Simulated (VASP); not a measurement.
A run of VASP 6.6.1 is set up as follows.

INCAR

```
  PREC = Accurate
  ENCUT = 520
  EDIFF = 1E-8
  ISMEAR = -1
  SIGMA = 0.02
  LREAL = F
  LASPH = T
  NELM = 60
  ALGO = Normal
  ISIF = 2
  LWAVE = F
  LCHARG = F
  GGA = PE
  LEFG = T
  NBANDS = 15
```

KPOINTS

```
regular mesh
0
Gamma
  17 17 17
```

File POSCAR:

```
TiC
1.0
    0.0000000000      2.1640000000      2.1640000000
    2.1640000000      0.0000000000      2.1640000000
    2.1640000000      2.1640000000      0.0000000000
Ti C
1 1
Direct
    0.0000000000      0.0000000000      0.0000000000
    0.5000000000      0.5000000000      0.5000000000
```

Potentials or basis: VASP PAW PBE potentials, release 64 (Ti_sv, C).

Launch:

```bash
$ cat potpaw_PBE.64/Ti_sv/POTCAR potpaw_PBE.64/C/POTCAR > POTCAR
$ mpirun -np 1 vasp_std > vasp.out
```

Q: What does it give for the band gap on the k mesh?

A: Zero (band 8 reaches 10.13 eV, above the bottom of band 9 at 9.04 eV).

Q: What does it give for the pressure?

A: 1.1 GPa.

Caveat: without QUAD_EFG the Cq values of the log hold for a quadrupole moment of 1 mb, not for the nuclei.
